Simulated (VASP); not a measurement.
Here is a VASP 6.6.1 calculation.

INCAR

```
PREC = Accurate
ENCUT = 520
EDIFF = 1E-7
ISMEAR = -1
SIGMA = 0.05
LREAL = False
LASPH = True
NELM = 100
ALGO = Normal
ISIF = 2
LWAVE = False
LCHARG = False
GGA = PE
NBANDS = 18
```

File KPOINTS:

```
regular mesh
0
Gamma
  12 12 12
```

Contents of POSCAR:

```
Si2Mo
1.0
   -1.6000000000      1.6000000000      3.9305000000
    1.6000000000     -1.6000000000      3.9305000000
    1.6000000000      1.6000000000     -3.9305000000
Mo Si
1 2
Direct
    0.0000000000      0.0000000000      0.0000000000
    0.6670000000      0.6670000000      0.0000000000
    0.3330000000      0.3330000000      0.0000000000
```

Potentials or basis: VASP PAW PBE potentials, release 64 (Mo_sv, Si).

The run is started by

```bash
$ cat potpaw_PBE.64/Mo_sv/POTCAR potpaw_PBE.64/Si/POTCAR > POTCAR
$ mpirun -np 1 vasp_std > vasp.out
```

**Question.** Predict the pressure.

**Answer.** 2.4 GPa.

**Question.** What does it give for the largest force?

**Answer.** 0.274 eV/Å.

**Question.** Estimate the band gap on the k mesh.

**Answer.** Zero (bands 11 and 12 overlap by 1.04 eV).

Forces in eV/Å, atoms in the order of the input:
```
Mo   0.000  0.000  0.000
Si   0.000  0.000 -0.274
Si   0.000  0.000  0.274
```
